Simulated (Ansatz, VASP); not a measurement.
Fe in VASP and in Ansatz

```xyz
2
Lattice="2.3845 0.0000 0.0000 -1.1922 2.0650 0.0000 0.0000 0.0000 3.7635" Properties=species:S:1:pos:R:3 pbc="T T T"
Fe    0.0000    1.3767    0.9409
Fe    1.1922    0.6883    2.8226
```

Change from the starting cell: volume scaled by 0.94, crystal datasets.

Alike in both runs: task electric field gradients; functional PBEsol; k mesh 17 × 17 × 10; occupations fermi-dirac, width 0.08 eV; no spin polarisation.

|  | VASP | Ansatz |
| --- | --- | --- |
| version | VASP 6.6.1 | Ansatz 0.2.0 |
| potentials or method | VASP PAW PBE potentials, release 64 (Fe), cutoff 520 eV | all-electron PAW with datasets made for the crystal, scalar-relativistic |

```tsv
	VASP	Ansatz	Ansatz less VASP
pressure (GPa)	20.9	21.3	+0.48
traceless stress, the component that is largest in VASP (GPa)	1.17	1.30	+0.124
size of Vzz on the site where it differs most (V/Å²)	9.1	5.0	-4.13
```

VASP's potentials were made for PBE, not for PBEsol. Ansatz ran all-electron here, and VASP with PAW potentials. Ansatz's warnings: printed levels off.
